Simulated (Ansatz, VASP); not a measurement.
## Two plane-wave programs on InRhC6N6

```xyz
14
Lattice="0.0000 5.1785 5.1785 5.1785 0.0000 5.1785 5.1785 5.1785 0.0000" Properties=species:S:1:pos:R:3 pbc="T T T"
In    0.0000    0.0000    0.0000
Rh    5.1785    5.1785    5.1785
C     2.0010    5.1785    5.1785
C     5.1785    2.0010    5.1785
C     5.1785    5.1785    2.0010
C     8.3560    5.1785    5.1785
C     5.1785    8.3560    5.1785
C     5.1785    5.1785    8.3560
N     3.1710    5.1785    5.1785
N     5.1785    3.1710    5.1785
N     5.1785    5.1785    3.1710
N     7.1860    5.1785    5.1785
N     5.1785    7.1860    5.1785
N     5.1785    5.1785    7.1860
```

Alike in both runs: task single point; functional PBE; k mesh 4 × 4 × 4; occupations gaussian, width 0.1 eV; collinear spin.

|  | VASP | Ansatz |
| --- | --- | --- |
| version | VASP 6.6.1 | Ansatz 0.2.0 |
| potentials or method | VASP PAW PBE potentials, release 64 (In_d, Rh_pv, C, N), cutoff 520 eV | scalar-relativistic, plane waves, PAW |
| valence electrons in the cell | 82 | 84 |

VASP gave:

* gap on the k mesh at the Fermi level (eV): 3.00
* least direct gap on the mesh (eV): 3.07
* pressure (GPa): 12.0
* rms of the force components (eV/Å): 2.198
* net moment per atom (μB): 0.00

Problem. Estimate Ansatz's values.

Solution. gap on the k mesh at the Fermi level (eV): 3.01; least direct gap on the mesh (eV): 3.08; pressure (GPa): 11.7; rms of the force components (eV/Å): 2.345; net moment per atom (μB): 0.00.

Atom by atom the forces differ by 0.205 eV/Å (rms over components). The functional is the same, so the differences come from potentials, cutoffs and numerics. VASP's potentials hold 82 valence electrons a cell and Ansatz's 84, so a difference there can come from the potentials and not from the codes. Ansatz's warnings: seeded moment not kept.

Noted on VASP's run: the standard files for N, O and F lose accuracy on very short bonds.
